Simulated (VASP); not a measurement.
# P (Fd-3m) in VASP: a series of runs, part 2 of 2

VASP 6.6.1. Earlier steps stand in the parts before.

### Step 4. Relaxation of cell and atoms, PBEsol

This run uses another cell than the first one, of 20.55 Å³/atom, 1.059 times its volume.

INCAR

```
SYSTEM = P
PREC = Accurate
ENCUT = 600
EDIFF = 1E-6
ISMEAR = -1
SIGMA = 0.1
LREAL = .False.
LASPH = .True.
NELM = 100
ALGO = Normal
ISIF = 3
LWAVE = .False.
LCHARG = .False.
GGA = PS
IBRION = 2
NSW = 80
EDIFFG = -0.01
```

KPOINTS

```
Automatic mesh
0
Gamma
  10 10 10
  0 0 0
```

POSCAR

```
P
1.0
    0.0000000000      2.7391031705      2.7391031705
    2.7391031705      0.0000000000      2.7391031705
    2.7391031705      2.7391031705      0.0000000000
P
2
Direct
    0.1250000000      0.1250000000      0.1250000000
    0.8750000000      0.8750000000      0.8750000000
```

Potentials or basis: VASP PAW PBE potentials, release 64 (P).

Launch:

```bash
cat potpaw_PBE.64/P/POTCAR > POTCAR
mpirun -np 1 vasp_std > vasp.out
```

OUTCAR:

```text
SYSTEM = P
   PREC = Accurate
   ENCUT = 600
   EDIFF = 1E-6
   ISMEAR = -1
   LREAL = .False.
   LASPH = .True.
   NELM = 100
   ISIF = 3
   GGA = PS
   IBRION = 2
   NSW = 80
   EDIFFG = -0.01

 ion  position               nearest neighbor table
   1  0.125  0.125  0.125-   2 2.37   2 2.37   2 2.37   2 2.37
   2  0.875  0.875  0.875-   1 2.37   1 2.37   1 2.37   1 2.37

  LATTYP: Found a face centered cubic cell.
 ALAT       =     5.4782063410

  Lattice vectors:

 A1 = (   0.0000000000,   2.7391031705,   2.7391031705)
 A2 = (   2.7391031705,   0.0000000000,   2.7391031705)
 A3 = (   2.7391031705,   2.7391031705,   0.0000000000)

Analysis of symmetry for initial positions (statically):
=====================================================================
 Subroutine PRICEL returns:
 Original cell was already a primitive cell.

 Routine SETGRP: Setting up the symmetry group for a
 face centered cubic supercell.

 Subroutine GETGRP returns: Found 48 space group operations
 (whereof 12 operations were pure point group operations)
 out of a pool of 48 trial point group operations.

The static configuration has the point symmetry D_3d.
 The point group associated with its full space group is O_h .

Analysis of symmetry for dynamics (positions and initial velocities):
=====================================================================
 Subroutine PRICEL returns:
 Original cell was already a primitive cell.

 Routine SETGRP: Setting up the symmetry group for a
 face centered cubic supercell.

 Subroutine GETGRP returns: Found 48 space group operations
 (whereof 12 operations were pure point group operations)
 out of a pool of 48 trial point group operations.

The dynamic configuration has the point symmetry D_3d.
 The point group associated with its full space group is O_h .

 Subroutine INISYM returns: Found 48 space group operations
 (whereof 12 operations are pure point group operations),
 and found     1 'primitive' translations

----------------------------------------------------------------------------------------

                                     Primitive cell

  volume of cell :      41.1013

  direct lattice vectors                    reciprocal lattice vectors
     0.000000000  2.739103170  2.739103170    -0.182541499  0.182541499  0.182541499
     2.739103170  0.000000000  2.739103170     0.182541499 -0.182541499  0.182541499
     2.739103170  2.739103170  0.000000000     0.182541499  0.182541499 -0.182541499

  length of vectors
     3.873676852  3.873676852  3.873676852     0.316171152  0.316171152  0.316171152

  position of ions in fractional coordinates (direct lattice)
     0.125000000  0.125000000  0.125000000
     0.875000000  0.875000000  0.875000000

  ion indices of the primitive-cell ions
   primitive index   ion index
                 1           1
                 2           2

----------------------------------------------------------------------------------------

 KPOINTS: Automatic mesh

Automatic generation of k-mesh.
 Grid dimensions read from file:
[... 51 lines left out ...]
   dimension x,y,z NGXF=    64 NGYF=   64 NGZF=   64
   ions per type =               2
   NGX,Y,Z   is equivalent  to a cutoff of  13.73, 13.73, 13.73 a.u.
   NGXF,Y,Z  is equivalent  to a cutoff of  27.47, 27.47, 27.47 a.u.
 SYSTEM =  P
   PREC   = accura    normal or accurate (medium, high low for compatibility)
   ISTART =      0    job   : 0-new  1-cont  2-samecut
   ICHARG =      2    charge: 1-file 2-atom 10-const
   ISPIN  =      1    spin polarized calculation?
   LNONCOLLINEAR =      F non collinear calculations
   LSORBIT =      F    spin-orbit coupling
   LASPH  =      T    aspherical Exc in radial PAW
   ENCUT  =  600.0 eV  44.10 Ry    6.64 a.u.   7.74  7.74  7.74*2*pi/ulx,y,z
   NELM   =    100;   NELMIN=  2; NELMDL= -5     # of ELM steps
   EDIFF  = 0.1E-05   stopping-criterion for ELM
   LREAL  =      F    real-space projection
   EDIFFG = -.1E-01   stopping-criterion for IOM
   NSW    =     80    number of steps for IOM
   IBRION =      2    ionic relax: 0-MD 1-quasi-New 2-CG
   NFREE  =      1    steps in history (QN), initial steepest desc. (CG)
   ISIF   =      3    stress and relaxation
   ISYM   =      2    0-nonsym 1-usesym 2-fastsym
   POTIM  = 0.5000    time-step for ionic-motion
   TEBEG  =    0.0;   TEEND  =   0.0 temperature during run
   PSTRESS=    0.0 pullay stress
   NELECT =      10.0000    total number of electrons
   NUPDOWN=      -1.0000    fix difference up-down
   EMIN   =  10.00;   EMAX   =-10.00  energy-range for DOS
   EFERMI =   0.00;   METHOD = LEGACY
   ISMEAR =    -1;   SIGMA  =   0.10  broadening in eV -4-tet -1-fermi 0-gaus
   EFERMI_NEDOS =   21; number of points for ismear=-14 and -15
   IALGO  =     38    algorithm
   IMIX   =      4    mixing-type and parameters
     AMIX     =   0.40;   BMIX     =  1.00
     AMIX_MAG =   1.60;   BMIX_MAG =  1.00
  volume/ion in A,a.u.               =      20.55       138.68
  Fermi-wavevector in a.u.,A,eV,Ry     =   1.022013  1.931325 14.211431  1.044511
  Thomas-Fermi vector in A             =   2.155669
   LORBIT       =      0    0 simple, 1 ext, 2 COOP (PROOUT), +10 PAW based schemes
   GGA     = PS    functional components
   LHFCALC =     F    Hartree Fock is set to
   AEXX    =    0.0000 exact exchange contribution
   IVDW    =     0    specifies the selected vdW correction
   LEPSILON=     F    determine dielectric tensor
   LRPA    =     F    only Hartree local field effects (RPA)
 conjugate gradient relaxation of ions
 non-spin polarized calculation
  energy-cutoff  :      600.00
  volume of cell :       41.10
 maximum number of plane-waves:      1390
   NGX = 15   NGY = 15   NGZ = 15

--------------------------------------- Ionic step        1  -------------------------------------------

 number of electron      10.0000000 magnetization

 number of electron       9.9999999 magnetization

 Free energy of the ion-electron system (eV)
  ---------------------------------------------------
  ext. energy  EPLUGINS =         0.00000000
  ---------------------------------------------------
  free energy    TOTEN  =       -10.44807383 eV

  energy without entropy =      -10.40399336  energy(sigma->0) =      -10.42603360

------------------------ aborting loop because EDIFF is reached ----------------------------------------

  FORCE on cell =-STRESS in cart. coord.  units (eV):
  Direction    XX          YY          ZZ          XY          YZ          ZX
  --------------------------------------------------------------------------------------
  -------------------------------------------------------------------------------------
  Total       -0.6495327     -0.6495327     -0.6495327      0.0000000      0.0000000     -0.0000000
  in kB      -25.3195761    -25.3195761    -25.3195761      0.0000000      0.0000000     -0.0000000
  external PRESSURE =     -25.3195761 kB  Pullay stress =       0.0000000 kB
[... 59 lines left out ...]
--------------------------------------- Ionic step        3  -------------------------------------------

 number of electron      10.0000002 magnetization

 Free energy of the ion-electron system (eV)
  ---------------------------------------------------
  ext. energy  EPLUGINS =         0.00000000
  ---------------------------------------------------
  free energy    TOTEN  =       -10.46648566 eV

  energy without entropy =      -10.42689289  energy(sigma->0) =      -10.44668927

 E-fermi :   6.4262     XC(G=0):  -9.9224

 val. band max:        6.4159303304   @ k =  -0.3000   0.3000   0.1000
 cond. band min:       6.4319464598   @ k =   0.4000   0.3000   0.0000
 fundamental gap:      0.0160161294
 Fermi energy:         6.4261785970

 k-point     1 :       0.0000    0.0000    0.0000
  band No.  band energies     occupation
      1      -8.9799      2.00000
      2       3.3070      2.00000
      3       3.3070      2.00000
      4       3.3070      2.00000
      5       3.5446      2.00000
      6       6.4971      0.65974
      7       6.4971      0.65974
      8       6.4971      0.65974
      9      12.4188      0.00000
[... 265 lines left out ...]
 k-point    24 :       0.4000    0.3000    0.0000
  band No.  band energies     occupation
      1      -7.0052      2.00000
      2      -2.9813      2.00000
      3       0.9243      2.00000
      4       1.2281      2.00000
      5       5.2972      1.99997
      6       6.4319      0.97117
      7      10.2931      0.00000
      8      10.6418      0.00000
      9      13.2283      0.00000

 [... further k-points ...]

------------------------ aborting loop because EDIFF is reached ----------------------------------------

  FORCE on cell =-STRESS in cart. coord.  units (eV):
  Direction    XX          YY          ZZ          XY          YZ          ZX
  --------------------------------------------------------------------------------------
  -------------------------------------------------------------------------------------
  Total       -0.0031547     -0.0031547     -0.0031547      0.0000000      0.0000000      0.0000000
  in kB       -0.1299772     -0.1299772     -0.1299772      0.0000000      0.0000000      0.0000000
  external PRESSURE =      -0.1299772 kB  Pullay stress =       0.0000000 kB
[... 17 lines left out ...]
  FREE ENERGIE OF THE ION-ELECTRON SYSTEM (eV)
  ---------------------------------------------------
  free  energy   TOTEN  =       -10.4664856552 eV

  energy  without entropy=      -10.4268928938  energy(sigma->0) =      -10.44668927

 reached required accuracy - stopping structural energy minimisation
```

OSZICAR:

```text
N       E                     dE             d eps       ncg     rms          rms(c)
DAV:   1     0.238985313042E+02    0.23899E+02   -0.47642E+03   846   0.104E+03
DAV:   2    -0.929124905575E+01   -0.33190E+02   -0.32281E+02  1295   0.123E+02
DAV:   3    -0.104956410116E+02   -0.12044E+01   -0.11917E+01  1163   0.256E+01
[... 19 lines left out ...]
DAV:   1    -0.104676852050E+02   -0.16200E-02   -0.31743E-02   903   0.107E+00    0.183E-01
DAV:   2    -0.104668049956E+02    0.88021E-03   -0.11078E-03   895   0.225E-01    0.990E-02
DAV:   3    -0.104664839666E+02    0.32103E-03   -0.90708E-04   890   0.166E-01    0.300E-02
DAV:   4    -0.104664849671E+02   -0.10005E-05   -0.10951E-05   968   0.281E-02    0.125E-02
DAV:   5    -0.104664856552E+02   -0.68804E-06   -0.23994E-07   459   0.443E-03
   3 F= -.10466486E+02 E0= -.10446689E+02  d E =-.184118E-01
```

CONTCAR:

```text
P
   1.00000000000000
     0.0000000000000000    2.6889984076967535    2.6889984076967535
     2.6889984076967535    0.0000000000000000    2.6889984076967535
     2.6889984076967535    2.6889984076967535   -0.0000000000000000
  P
     2
Direct
     0.1250000000000000    0.1250000000000000    0.1250000000000000
     0.8750000000000000    0.8750000000000000    0.8750000000000000

  0.00000000E+00  0.00000000E+00  0.00000000E+00
  0.00000000E+00  0.00000000E+00  0.00000000E+00
```

Run time: 38 s. Hardware: 1 thread of Intel Xeon 8259CL, shared host; peak memory 0.18 GiB.

What came out:

```yaml
Free_energy: -10.4665 eV
Relaxed_volume: 19.44 Å³/atom
Relaxed_cell: a = 3.803 Å, b = 3.803 Å, c = 3.803 Å, α = 60.00°, β = 60.00°, γ = 60.00°
Space_group_after_relaxing_to_0.05_Å: Fd-3m (No. 227)
Energy_gained_by_relaxing: 9.2 meV/atom
Ionic_steps: 3
Pressure_after_relaxing: 0.0 GPa
Band_gap_on_the_k_mesh: zero (band 5 reaches 7.46 eV, above the bottom of band 6 at 5.14 eV)
```

Step by step:
```
step  energy change (eV)  largest force (eV/Å)  pressure (GPa)  volume (Å³)
   1              0.0000                0.0000           -2.53        41.10
   2             -0.0180                0.0000           -0.41        39.20
   3             -0.0184                0.0000           -0.01        38.89
```

Final structure:
```
P
1.0
     0.00000    2.68900    2.68900
     2.68900    0.00000    2.68900
     2.68900    2.68900    0.00000
P
2
Direct
  0.12500 0.12500 0.12500
  0.87500 0.87500 0.87500
```

Caveat: the PAW data sets were made with another functional, which shifts forces and pressure a little.

### Step 5. Single point, PBEsol (volume scaled by 0.92)

INCAR

```
SYSTEM = P
PREC = Accurate
ENCUT = 520
EDIFF = 1E-7
ISMEAR = -1
SIGMA = 0.1
LREAL = .False.
LASPH = .True.
NELM = 80
ALGO = Normal
ISIF = 2
LWAVE = .False.
LCHARG = .True.
GGA = PS
LELF = .True.
LVHAR = .True.
NBANDS = 12
```

KPOINTS

```
Automatic mesh
0
Gamma
  17 17 17
  0 0 0
```

POSCAR

```
P
1.0
    0.0000000000      2.6133401126      2.6133401126
    2.6133401126      0.0000000000      2.6133401126
    2.6133401126      2.6133401126      0.0000000000
P
2
Direct
    0.1250000000      0.1250000000      0.1250000000
    0.8750000000      0.8750000000      0.8750000000
```

Launch:

```bash
cat potpaw_PBE.64/P/POTCAR > POTCAR
mpirun -np 1 vasp_std > vasp.out
```

It took 85 s on 1 thread of Intel Xeon 8259CL, shared host; peak memory 0.19 GiB.

It converged, with:

```
Free energy            : -10.4126 eV
Pressure               : 5.0 GPa
Band gap on the k mesh : zero (band 5 reaches 9.20 eV, above the bottom of band 6 at 6.05 eV)
```

Levels at points of the mesh, in eV from the Fermi level:
```
           k point  band 1  band 2  band 3  band 4  band 5  band 6  band 7  band 8  band 9  band 10
(0.00, 0.00, 0.00)  -16.28   -3.47   -3.47   -3.47   -2.22   -0.16   -0.16   -0.16    6.10     6.57
```

Caveat: the cell differs from its parent crystal (volume scaled by 0.92); the PAW data sets were made with another functional, which shifts forces and pressure a little.

### Step 6. Single point, PBEsol (volume scaled by 0.96)

INCAR

```
  ALGO = Normal
  EDIFF = 1E-7
  ENCUT = 520
  GGA = PS
  ISIF = 2
  ISMEAR = -1
  LASPH = True
  LCHARG = False
  LREAL = False
  LWAVE = False
  NBANDS = 12
  NELM = 100
  PREC = Accurate
  SIGMA = 0.1
```

KPOINTS

```
k-points
0
Gamma
  17 17 17
```

POSCAR

```
P
1.0
    0.0000000000      2.6506785874      2.6506785874
    2.6506785874      0.0000000000      2.6506785874
    2.6506785874      2.6506785874      0.0000000000
P
2
Direct
    0.1250000000      0.1250000000      0.1250000000
    0.8750000000      0.8750000000      0.8750000000
```

Potentials or basis: VASP PAW PBE potentials, release 64 (P).

Launch:

```bash
cat potpaw_PBE.64/P/POTCAR > POTCAR
mpirun -np 1 vasp_std > vasp.out
```

OUTCAR:

```text
EDIFF = 1E-7
   ENCUT = 520
   GGA = PS
   ISIF = 2
   ISMEAR = -1
   LASPH = True
   LREAL = False
   NELM = 100
   PREC = Accurate

 ion  position               nearest neighbor table
   1  0.125  0.125  0.125-   2 2.30   2 2.30   2 2.30   2 2.30
   2  0.875  0.875  0.875-   1 2.30   1 2.30   1 2.30   1 2.30

  LATTYP: Found a face centered cubic cell.
 ALAT       =     5.3013571748

  Lattice vectors:

 A1 = (   0.0000000000,   2.6506785874,   2.6506785874)
[... 544 lines left out ...]

 [... further k-points ...]

------------------------ aborting loop because EDIFF is reached ----------------------------------------

  FORCE on cell =-STRESS in cart. coord.  units (eV):
  Direction    XX          YY          ZZ          XY          YZ          ZX
  --------------------------------------------------------------------------------------
  -------------------------------------------------------------------------------------
  Total        0.5551165      0.5551165      0.5551165     -0.0000000      0.0000000      0.0000000
  in kB       23.8777553     23.8777553     23.8777553     -0.0000000      0.0000000      0.0000000
  external PRESSURE =      23.8777553 kB  Pullay stress =       0.0000000 kB

 VOLUME and BASIS-vectors are now :
 -----------------------------------------------------------------------------
  energy-cutoff  :      520.00
  volume of cell :       37.25
      direct lattice vectors                 reciprocal lattice vectors
     0.000000000  2.650678587  2.650678587    -0.188630942  0.188630942  0.188630942
     2.650678587  0.000000000  2.650678587     0.188630942 -0.188630942  0.188630942
     2.650678587  2.650678587  0.000000000     0.188630942  0.188630942 -0.188630942

 POSITION                                       TOTAL-FORCE (eV/Angst)
 -----------------------------------------------------------------------------------
      0.66267      0.66267      0.66267         0.000000     -0.000000     -0.000000
      4.63869      4.63869      4.63869        -0.000000      0.000000      0.000000
 -----------------------------------------------------------------------------------
    total drift:                               -0.000000     -0.000000     -0.000000

  FREE ENERGIE OF THE ION-ELECTRON SYSTEM (eV)
  ---------------------------------------------------
  free  energy   TOTEN  =       -10.4484857555 eV

  energy  without entropy=      -10.4145269546  energy(sigma->0) =      -10.43150636
```

OSZICAR:

```text
N       E                     dE             d eps       ncg     rms          rms(c)
DAV:   1     0.189844195046E+02    0.18984E+02   -0.42950E+03  3960   0.702E+02
DAV:   2    -0.932662077061E+01   -0.28311E+02   -0.26948E+02  5240   0.109E+02
DAV:   3    -0.105142182713E+02   -0.11876E+01   -0.11719E+01  5136   0.207E+01
DAV:   4    -0.105241869639E+02   -0.99687E-02   -0.99576E-02  4760   0.224E+00
DAV:   5    -0.105242951154E+02   -0.10815E-03   -0.10815E-03  5156   0.225E-01    0.837E+00
DAV:   6    -0.104735066476E+02    0.50788E-01   -0.17752E-02  4724   0.683E-01    0.495E+00
DAV:   7    -0.104485844284E+02    0.24922E-01   -0.33792E-02  4816   0.980E-01    0.825E-02
DAV:   8    -0.104484813659E+02    0.10306E-03   -0.20219E-03  4620   0.275E-01    0.346E-02
DAV:   9    -0.104484842846E+02   -0.29187E-05   -0.36448E-05  5060   0.403E-02    0.168E-02
DAV:  10    -0.104484858239E+02   -0.15393E-05   -0.12807E-06  4728   0.768E-03    0.441E-03
DAV:  11    -0.104484857555E+02    0.68392E-07   -0.14506E-07  3688   0.222E-03
   1 F= -.10448486E+02 E0= -.10431506E+02  d E =-.339588E-01
```

stdout:

```text
POSCAR found type information on POSCAR P
 POSCAR found :  1 types and       2 ions
 scaLAPACK will be used
 -----------------------------------------------------------------------------
|                                                                             |
|                                                                             |
|     You enforced a specific xc type in the INCAR file but a different       |
|     I HOPE YOU KNOW WHAT YOU ARE DOING!                                     |
|                                                                             |
 -----------------------------------------------------------------------------

 LDA part: xc-table for (Slater+PW92), standard interpolation
 POSCAR, INCAR and KPOINTS ok, starting setup
 FFT: planning ... GRIDC
 FFT: planning ... GRID_SOFT
 FFT: planning ... GRID
 WAVECAR not read
 entering main loop
```

It took 80 s on 1 thread of Intel Xeon 8259CL, shared host; peak memory 0.19 GiB.

Results:

* Free energy: -10.4485 eV
* Pressure: 2.4 GPa
* Band gap on the k mesh: zero (band 5 reaches 8.58 eV, above the bottom of band 6 at 5.66 eV)

Caveat: the cell differs from its parent crystal (volume scaled by 0.96); the PAW data sets were made with another functional, which shifts forces and pressure a little.

### Step 7. The runs side by side

| task | cell | k mesh | cutoff (eV) | gap on the mesh (eV) | pressure (GPa) |
| --- | --- | --- | --- | --- | --- |
| single point | a = 3.800 Å, angles 60.0°, 2 atoms | 10 × 10 × 10 | 520 | none | 0.1 |
| single point | a = 3.641 Å, angles 60.0°, 2 atoms | 17 × 17 × 17 | 520 | none | 8.3 |
| relaxation of cell and atoms | relaxed from a = 3.874 Å, angles 60.0°, 2 atoms | 10 × 10 × 10 | 600 | none | 0.0 |
| single point | a = 3.696 Å, angles 60.0°, 2 atoms | 17 × 17 × 17 | 520 | none | 5.0 |
| single point | a = 3.749 Å, angles 60.0°, 2 atoms | 17 × 17 × 17 | 520 | none | 2.4 |

Alike in all rows: level PBEsol; potentials or basis VASP PAW PBE potentials, release 64 (P); no spin polarisation; smearing fermi-dirac 0.1 eV.

Caveats: the PAW data sets were made with another functional, which shifts forces and pressure a little.

Absolute energies hang on the potentials; compare differences alone.
